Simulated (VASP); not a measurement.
# GaN (F-43m) in VASP: a series of runs

The runs below take GaN through single point, with PBE, PBEsol.

Program: VASP 6.6.1. These are calculated values, not measurements. Logs are shortened: lines on timing, memory, paths and dates and some standing lists are left out, and cuts for length are marked.

## (1) The cell of the first run

The structure is cubic, space group F-43m (No. 216). Conventional cell: a = 4.548 Å, b = 4.548 Å, c = 4.548 Å, α = 90.00°, β = 90.00°, γ = 90.00°. Within 2.6 Å of Ga (site symmetry -43m) lie 4 N at 1.97 Å. Within 2.6 Å of N (site symmetry -43m) lie 4 Ga at 1.97 Å.

## (2) Single point, PBE

INCAR reads:

```
  PREC = Accurate
  ENCUT = 520
  EDIFF = 1E-6
  ISMEAR = -1
  SIGMA = 0.02
  LREAL = F
  LASPH = T
  NELM = 100
  ALGO = Normal
  ISIF = 2
  LWAVE = F
  LCHARG = T
  GGA = PE
  LELF = T
  LVHAR = T
  NBANDS = 16
```

KPOINTS reads:

```
regular mesh
0
Gamma
  8 8 8
```

POSCAR reads:

```
GaN
1.0
    0.0000000000      2.2742071940      2.2742071940
    2.2742071940      0.0000000000      2.2742071940
    2.2742071940      2.2742071940      0.0000000000
Ga N
1 1
Direct
    0.0000000000      0.0000000000      0.0000000000
    0.7500000000      0.7500000000      0.7500000000
```

Potentials or basis: VASP PAW PBE potentials, release 64 (Ga_d, N).

Launch:

```console
> cat potpaw_PBE.64/Ga_d/POTCAR potpaw_PBE.64/N/POTCAR > POTCAR
> mpirun -np 1 vasp_std > vasp.out
```

OUTCAR:

```text
PREC = Accurate
   ENCUT = 520
   EDIFF = 1E-6
   ISMEAR = -1
   LREAL = F
   LASPH = T
   NELM = 100
   ISIF = 2
   GGA = PE

 ion  position               nearest neighbor table
   1  0.000  0.000  0.000-   2 1.97   2 1.97   2 1.97   2 1.97
   2  0.750  0.750  0.750-   1 1.97   1 1.97   1 1.97   1 1.97

  LATTYP: Found a face centered cubic cell.
 ALAT       =     4.5484143880

  Lattice vectors:

 A1 = (   0.0000000000,   2.2742071940,   2.2742071940)
 A2 = (   2.2742071940,   0.0000000000,   2.2742071940)
 A3 = (   2.2742071940,   2.2742071940,   0.0000000000)

Analysis of symmetry for initial positions (statically):
=====================================================================
 Subroutine PRICEL returns:
 Original cell was already a primitive cell.

 Routine SETGRP: Setting up the symmetry group for a
 face centered cubic supercell.

 Subroutine GETGRP returns: Found 24 space group operations
 (whereof 24 operations were pure point group operations)
 out of a pool of 48 trial point group operations.

The static configuration has the point symmetry T_d .

Analysis of symmetry for dynamics (positions and initial velocities):
=====================================================================
 Subroutine PRICEL returns:
 Original cell was already a primitive cell.

 Routine SETGRP: Setting up the symmetry group for a
 face centered cubic supercell.

 Subroutine GETGRP returns: Found 24 space group operations
 (whereof 24 operations were pure point group operations)
 out of a pool of 48 trial point group operations.

The dynamic configuration has the point symmetry T_d .

 Subroutine INISYM returns: Found 24 space group operations
 (whereof 24 operations are pure point group operations),
 and found     1 'primitive' translations

----------------------------------------------------------------------------------------

                                     Primitive cell

  volume of cell :      23.5245

  direct lattice vectors                    reciprocal lattice vectors
     0.000000000  2.274207194  2.274207194    -0.219856837  0.219856837  0.219856837
     2.274207194  0.000000000  2.274207194     0.219856837 -0.219856837  0.219856837
     2.274207194  2.274207194  0.000000000     0.219856837  0.219856837 -0.219856837

  length of vectors
     3.216214657  3.216214657  3.216214657     0.380803212  0.380803212  0.380803212

  position of ions in fractional coordinates (direct lattice)
     0.000000000  0.000000000  0.000000000
     0.750000000  0.750000000  0.750000000

  ion indices of the primitive-cell ions
   primitive index   ion index
                 1           1
                 2           2

----------------------------------------------------------------------------------------

 KPOINTS: regular mesh

Automatic generation of k-mesh.
 Grid dimensions read from file:
 generate k-points for:    8    8    8

 Generating k-lattice:

  Cartesian coordinates                     Fractional coordinates (reciprocal lattice)
    -0.027482105  0.027482105  0.027482105     0.125000000  0.000000000  0.000000000
     0.027482105 -0.027482105  0.027482105     0.000000000  0.125000000  0.000000000
     0.027482105  0.027482105 -0.027482105     0.000000000  0.000000000  0.125000000

  Length of vectors
     0.047600401  0.047600401  0.047600401

  Shift w.r.t. Gamma in fractional coordinates (k-lattice)
     0.000000000  0.000000000  0.000000000

 Subroutine IBZKPT returns following result:
 ===========================================

 Found     29 irreducible k-points:

 Following reciprocal coordinates:
            Coordinates               Weight
  0.000000  0.000000  0.000000      1.000000
  0.125000  0.000000  0.000000      8.000000
  0.250000  0.000000  0.000000      8.000000
  0.375000  0.000000  0.000000      8.000000
  0.500000  0.000000  0.000000      4.000000
  0.125000  0.125000  0.000000      6.000000
[... 16 lines left out ...]
  0.500000  0.250000  0.125000     48.000000
 -0.375000  0.250000  0.125000     24.000000
 [... further k-points ...]
   k-points           NKPTS =     29   k-points in BZ     NKDIM =     29   number of bands    NBANDS=     16
   number of dos      NEDOS =    301   number of ions     NIONS =      2
   total plane-waves  NPLWV =  13824
   dimension x,y,z NGX =    24 NGY =   24 NGZ =   24
   dimension x,y,z NGXF=    48 NGYF=   48 NGZF=   48
   ions per type =               1   1
   NGX,Y,Z   is equivalent  to a cutoff of  12.41, 12.41, 12.41 a.u.
   NGXF,Y,Z  is equivalent  to a cutoff of  24.81, 24.81, 24.81 a.u.
 SYSTEM =  unknown system
   PREC   = accura    normal or accurate (medium, high low for compatibility)
   ISTART =      0    job   : 0-new  1-cont  2-samecut
   ICHARG =      2    charge: 1-file 2-atom 10-const
   ISPIN  =      1    spin polarized calculation?
   LNONCOLLINEAR =      F non collinear calculations
   LSORBIT =      F    spin-orbit coupling
   LASPH  =      T    aspherical Exc in radial PAW
   ENCUT  =  520.0 eV  38.22 Ry    6.18 a.u.   5.98  5.98  5.98*2*pi/ulx,y,z
   NELM   =    100;   NELMIN=  2; NELMDL= -5     # of ELM steps
   EDIFF  = 0.1E-05   stopping-criterion for ELM
   LREAL  =      F    real-space projection
   EDIFFG = 0.1E-04   stopping-criterion for IOM
   NSW    =      0    number of steps for IOM
   IBRION =     -1    ionic relax: 0-MD 1-quasi-New 2-CG
   NFREE  =      0    steps in history (QN), initial steepest desc. (CG)
   ISIF   =      2    stress and relaxation
   ISYM   =      2    0-nonsym 1-usesym 2-fastsym
   POTIM  = 0.5000    time-step for ionic-motion
   TEBEG  =    0.0;   TEEND  =   0.0 temperature during run
   PSTRESS=    0.0 pullay stress
   NELECT =      18.0000    total number of electrons
   NUPDOWN=      -1.0000    fix difference up-down
   EMIN   =  10.00;   EMAX   =-10.00  energy-range for DOS
   EFERMI =   0.00;   METHOD = LEGACY
   ISMEAR =    -1;   SIGMA  =   0.02  broadening in eV -4-tet -1-fermi 0-gaus
   EFERMI_NEDOS =   21; number of points for ismear=-14 and -15
   IALGO  =     38    algorithm
   IMIX   =      4    mixing-type and parameters
     AMIX     =   0.40;   BMIX     =  1.00
     AMIX_MAG =   1.60;   BMIX_MAG =  1.00
  volume/ion in A,a.u.               =      11.76        79.38
  Fermi-wavevector in a.u.,A,eV,Ry     =   1.497358  2.829596 30.505362  2.242081
  Thomas-Fermi vector in A             =   2.609256
   LORBIT       =      0    0 simple, 1 ext, 2 COOP (PROOUT), +10 PAW based schemes
   GGA     = PE    functional components
   LHFCALC =     F    Hartree Fock is set to
   AEXX    =    0.0000 exact exchange contribution
   IVDW    =     0    specifies the selected vdW correction
   LEPSILON=     F    determine dielectric tensor
   LRPA    =     F    only Hartree local field effects (RPA)
 non-spin polarized calculation
  energy-cutoff  :      520.00
  volume of cell :       23.52
 maximum number of plane-waves:       648
   NGX = 11   NGY = 11   NGZ = 11

 number of electron      17.9999986 magnetization

 Free energy of the ion-electron system (eV)
  ---------------------------------------------------
  ext. energy  EPLUGINS =         0.00000000
  ---------------------------------------------------
  free energy    TOTEN  =       -12.15307971 eV

  energy without entropy =      -12.15307971  energy(sigma->0) =      -12.15307971

 E-fermi :   5.3626     XC(G=0): -11.5208

 val. band max:        4.9879827844   @ k =   0.0000   0.0000   0.0000
 cond. band min:       6.5350516943   @ k =   0.0000   0.0000   0.0000
 fundamental gap:      1.5470689099
 Fermi energy:         5.3625890378

 k-point     1 :       0.0000    0.0000    0.0000
  band No.  band energies     occupation
      1     -10.7152      2.00000
      2      -8.4352      2.00000
      3      -8.4352      2.00000
      4      -8.4352      2.00000
      5      -8.1424      2.00000
      6      -8.1424      2.00000
[... 8 lines left out ...]
     15      23.6351      0.00000
     16      23.6351      0.00000

 k-point     2 :       0.1250    0.0000    0.0000
  band No.  band energies     occupation
      1     -10.5574      2.00000
      2      -8.4162      2.00000
      3      -8.4162      2.00000
      4      -8.3676      2.00000
      5      -8.1438      2.00000
      6      -8.1438      2.00000
[... 8 lines left out ...]
     15      22.0649      0.00000
     16      22.0649      0.00000

 k-point     3 :       0.2500    0.0000    0.0000
  band No.  band energies     occupation
      1     -10.2138      2.00000
      2      -8.3791      2.00000
      3      -8.3791      2.00000
      4      -8.1377      2.00000
      5      -8.1377      2.00000
      6      -8.0585      2.00000
[... 8 lines left out ...]
     15      21.6688      0.00000
     16      21.6688      0.00000

 k-point     4 :       0.3750    0.0000    0.0000
  band No.  band energies     occupation
      1      -9.9668      2.00000
      2      -8.3582      2.00000
      3      -8.3582      2.00000
      4      -8.1139      2.00000
      5      -8.1139      2.00000
      6      -7.3821      2.00000
[... 8 lines left out ...]
     15      23.0065      0.00000
     16      23.0065      0.00000

 k-point     5 :       0.5000    0.0000    0.0000
  band No.  band energies     occupation
      1      -9.8984      2.00000
      2      -8.3546      2.00000
      3      -8.3546      2.00000
      4      -8.0986      2.00000
      5      -8.0986      2.00000
      6      -6.8941      2.00000
[... 8 lines left out ...]
     15      24.3235      0.00000
     16      24.3235      0.00000

 k-point     6 :       0.1250    0.1250    0.0000
  band No.  band energies     occupation
      1     -10.5061      2.00000
      2      -8.3984      2.00000
      3      -8.3984      2.00000
      4      -8.3702      2.00000
      5      -8.1541      2.00000
      6      -8.1320      2.00000
[... 8 lines left out ...]
     15      24.2280      0.00000
     16      24.6972      0.00000

 k-point     7 :       0.2500    0.1250    0.0000
  band No.  band energies     occupation
      1     -10.2294      2.00000
      2      -8.3729      2.00000
      3      -8.3570      2.00000
      4      -8.2242      2.00000
      5      -8.1207      2.00000
      6      -8.0766      2.00000
[... 8 lines left out ...]
     15      23.5740      0.00000
     16      23.8421      0.00000

 k-point     8 :       0.3750    0.1250    0.0000
  band No.  band energies     occupation
      1      -9.9702      2.00000
      2      -8.3540      2.00000
      3      -8.3293      2.00000
      4      -8.1758      2.00000
      5      -8.1030      2.00000
      6      -7.5124      2.00000
[... 8 lines left out ...]
     15      22.9539      0.00000
     16      24.3543      0.00000

 k-point     9 :       0.5000    0.1250    0.0000
  band No.  band energies     occupation
      1      -9.8681      2.00000
      2      -8.3509      2.00000
      3      -8.3246      2.00000
      4      -8.1362      2.00000
      5      -8.0973      2.00000
      6      -6.8495      2.00000
[... 8 lines left out ...]
     15      23.4125      0.00000
     16      24.6904      0.00000
[... 172 lines left out ...]
 k-point    19 :       0.5000    0.3750    0.0000
  band No.  band energies     occupation
      1      -9.7634      2.00000
      2      -8.3332      2.00000
      3      -8.1902      2.00000
      4      -8.1811      2.00000
      5      -8.0813      2.00000
      6      -6.5590      2.00000
[... 8 lines left out ...]
     15      26.8219      0.00000
     16      27.8863      0.00000

 k-point    20 :      -0.3750    0.3750    0.0000
  band No.  band energies     occupation
      1      -9.7584      2.00000
      2      -8.3254      2.00000
      3      -8.1998      2.00000
      4      -8.1985      2.00000
      5      -8.1062      2.00000
      6      -6.3195      2.00000
[... 8 lines left out ...]
     15      25.2823      0.00000
     16      27.4567      0.00000

 k-point    21 :       0.5000    0.5000    0.0000
  band No.  band energies     occupation
      1      -9.7508      2.00000
      2      -8.3526      2.00000
      3      -8.1563      2.00000
      4      -8.1563      2.00000
      5      -8.0713      2.00000
      6      -6.4659      2.00000
[... 8 lines left out ...]
     15      26.2754      0.00000
     16      29.3561      0.00000

 k-point    22 :       0.3750    0.2500    0.1250
  band No.  band energies     occupation
      1     -10.0075      2.00000
      2      -8.3384      2.00000
      3      -8.3209      2.00000
      4      -8.2128      2.00000
      5      -8.1154      2.00000
      6      -7.7044      2.00000
[... 8 lines left out ...]
     15      23.8504      0.00000
     16      25.9524      0.00000

 k-point    23 :       0.5000    0.2500    0.1250
  band No.  band energies     occupation
      1      -9.8552      2.00000
      2      -8.3337      2.00000
      3      -8.2922      2.00000
      4      -8.1836      2.00000
      5      -8.1098      2.00000
      6      -7.0222      2.00000
[... 8 lines left out ...]
     15      23.9137      0.00000
     16      25.7758      0.00000

 k-point    24 :      -0.3750    0.2500    0.1250
  band No.  band energies     occupation
      1      -9.8116      2.00000
      2      -8.3387      2.00000
      3      -8.2818      2.00000
      4      -8.1594      2.00000
      5      -8.1115      2.00000
      6      -6.5918      2.00000
[... 8 lines left out ...]
     15      23.5261      0.00000
     16      25.7211      0.00000

 [... further k-points ...]

------------------------ aborting loop because EDIFF is reached ----------------------------------------

  FORCE on cell =-STRESS in cart. coord.  units (eV):
  Direction    XX          YY          ZZ          XY          YZ          ZX
  --------------------------------------------------------------------------------------
  -------------------------------------------------------------------------------------
  Total        0.0153384      0.0153384      0.0153384     -0.0000000      0.0000000     -0.0000000
  in kB        1.0446466      1.0446466      1.0446466     -0.0000000      0.0000000     -0.0000000
  external PRESSURE =       1.0446466 kB  Pullay stress =       0.0000000 kB

 VOLUME and BASIS-vectors are now :
 -----------------------------------------------------------------------------
  energy-cutoff  :      520.00
  volume of cell :       23.52
      direct lattice vectors                 reciprocal lattice vectors
     0.000000000  2.274207194  2.274207194    -0.219856837  0.219856837  0.219856837
     2.274207194  0.000000000  2.274207194     0.219856837 -0.219856837  0.219856837
     2.274207194  2.274207194  0.000000000     0.219856837  0.219856837 -0.219856837

 POSITION                                       TOTAL-FORCE (eV/Angst)
 -----------------------------------------------------------------------------------
      0.00000      0.00000      0.00000         0.000000      0.000000      0.000000
      3.41131      3.41131      3.41131        -0.000000     -0.000000     -0.000000
 -----------------------------------------------------------------------------------
    total drift:                               -0.000002     -0.000002     -0.000001

  FREE ENERGIE OF THE ION-ELECTRON SYSTEM (eV)
  ---------------------------------------------------
  free  energy   TOTEN  =       -12.1530797142 eV

  energy  without entropy=      -12.1530797142  energy(sigma->0) =      -12.15307971
```

Run time: 35 s. Hardware: 1 thread of AMD EPYC 7R13, shared host; peak memory 0.11 GiB.

What came out:

```
Free energy            : -12.1531 eV
Pressure               : 0.1 GPa
Band gap on the k mesh : 1.55 eV, direct
```

Levels at points of the mesh, in eV from the valence-band top:
```
           k point  band 6  band 7  band 8  band 9  band 10  band 11  band 12  band 13
(0.00, 0.00, 0.00)  -13.13    0.00    0.00    0.00     1.55    10.13    10.13    10.13
(0.50, 0.00, 0.00)  -11.88   -6.86   -0.93   -0.93     4.45     8.59    10.22    10.22
(0.50, 0.50, 0.00)  -11.45   -6.01   -2.61   -2.61     3.34     6.50    11.52    13.67
```

A hybrid or GW would open this gap; PBE tends to underestimate it.

## (3) Single point, PBEsol

This run uses another cell than the first one, of 11.38 Å³/atom, 0.967 times its volume.

INCAR reads:

```
  ALGO = Normal
  EDIFF = 1E-6
  ENCUT = 520
  GGA = PS
  ISIF = 2
  ISMEAR = -1
  LASPH = True
  LCHARG = True
  LELF = True
  LREAL = False
  LVHAR = True
  LWAVE = False
  NBANDS = 16
  NELM = 100
  PREC = Accurate
  SIGMA = 0.02
```

KPOINTS reads:

```
k-points
0
Gamma
  8 8 8
```

POSCAR reads:

```
GaN
1.0
    0.0000000000      2.2490116915      2.2490116915
    2.2490116915      0.0000000000      2.2490116915
    2.2490116915      2.2490116915      0.0000000000
Ga N
1 1
Direct
    0.0000000000      0.0000000000      0.0000000000
    0.7500000000      0.7500000000      0.7500000000
```

Potentials or basis: VASP PAW PBE potentials, release 64 (Ga_d, N).

Launch:

```console
> cat potpaw_PBE.64/Ga_d/POTCAR potpaw_PBE.64/N/POTCAR > POTCAR
> mpirun -np 1 vasp_std > vasp.out
```

It took 32 s on 1 thread of AMD EPYC 7R13, shared host; peak memory 0.11 GiB.

It converged, with:

```yaml
Free_energy: -13.1221 eV
Pressure: -0.2 GPa
Band_gap_on_the_k_mesh: 1.72 eV, direct
```

Levels at points of the mesh, in eV from the valence-band top:
```tsv
k point	band 6	band 7	band 8	band 9	band 10	band 11	band 12	band 13
(0.00, 0.00, 0.00)	-13.08	0.00	0.00	0.00	1.72	10.24	10.24	10.24
(0.50, 0.00, 0.00)	-11.83	-7.15	-0.99	-0.99	4.60	8.66	10.29	10.29
(0.50, 0.50, 0.00)	-11.40	-6.20	-2.76	-2.76	3.23	6.60	11.62	13.94
```

Caveat: the PAW data sets were made with another functional, which shifts forces and pressure a little. Expect the measured gap to be larger: semilocal functionals such as PBEsol lack the derivative discontinuity.

## (4) Single point, PBE

This run uses another cell than the first one, of 11.37 Å³/atom, 0.967 times its volume.

INCAR reads:

```
SYSTEM = GaN
PREC = Accurate
ENCUT = 520
EDIFF = 1E-6
ISMEAR = -1
SIGMA = 0.02
LREAL = .False.
LASPH = .True.
NELM = 100
ALGO = Normal
ISIF = 2
LWAVE = .False.
LCHARG = .False.
GGA = PE
NBANDS = 16
```

KPOINTS reads:

```
regular mesh
0
Gamma
  10 10 10
  0 0 0
```

POSCAR reads:

```
GaN
1.0
    0.0000000000      2.2489526325      2.2489526325
    2.2489526325      0.0000000000      2.2489526325
    2.2489526325      2.2489526325      0.0000000000
Ga N
1 1
Direct
    0.0000000000      0.0000000000      0.0000000000
    0.7500000000      0.7500000000      0.7500000000
```

Launch:

```console
> cat potpaw_PBE.64/Ga_d/POTCAR potpaw_PBE.64/N/POTCAR > POTCAR
> mpirun -np 1 vasp_std > vasp.out
```

Run time: 43 s. Hardware: 1 thread of AMD EPYC 7R13, shared host; peak memory 0.12 GiB.

It converged, with:

```
Free energy            : -12.1382 eV
Pressure               : 6.3 GPa
Band gap on the k mesh : 1.76 eV, direct
```

Levels at points of the mesh, in eV from the valence-band top:
```csv
k point,band 5,band 6,band 7,band 8,band 9,band 10,band 11,band 12,band 13,band 14
"(0.00, 0.00, 0.00)",-13.12,-13.12,0.00,0.00,0.00,1.76,10.34,10.34,10.34,17.69
"(0.50, 0.00, 0.00)",-13.07,-11.88,-7.08,-0.98,-0.98,4.68,8.76,10.40,10.40,15.68
"(0.50, 0.50, 0.00)",-13.04,-11.45,-6.15,-2.72,-2.72,3.35,6.70,11.75,14.03,14.03
```

## (5) Summary

| level | cell | k mesh | gap on the mesh (eV) | pressure (GPa) |
| --- | --- | --- | --- | --- |
| PBE | a = 3.216 Å, angles 60.0°, 2 atoms | 8 × 8 × 8 | 1.55 | 0.1 |
| PBEsol | a = 3.181 Å, angles 60.0°, 2 atoms | 8 × 8 × 8 | 1.72 | -0.2 |
| PBE | a = 3.180 Å, angles 60.0°, 2 atoms | 10 × 10 × 10 | 1.76 | 6.3 |

Alike in all rows: task single point; potentials or basis VASP PAW PBE potentials, release 64 (Ga_d, N); no spin polarisation; cutoff (eV) 520; smearing fermi-dirac 0.02 eV.

Caveats: the PAW data sets were made with another functional, which shifts forces and pressure a little (some runs).

Absolute energies hang on the potentials; compare differences alone.
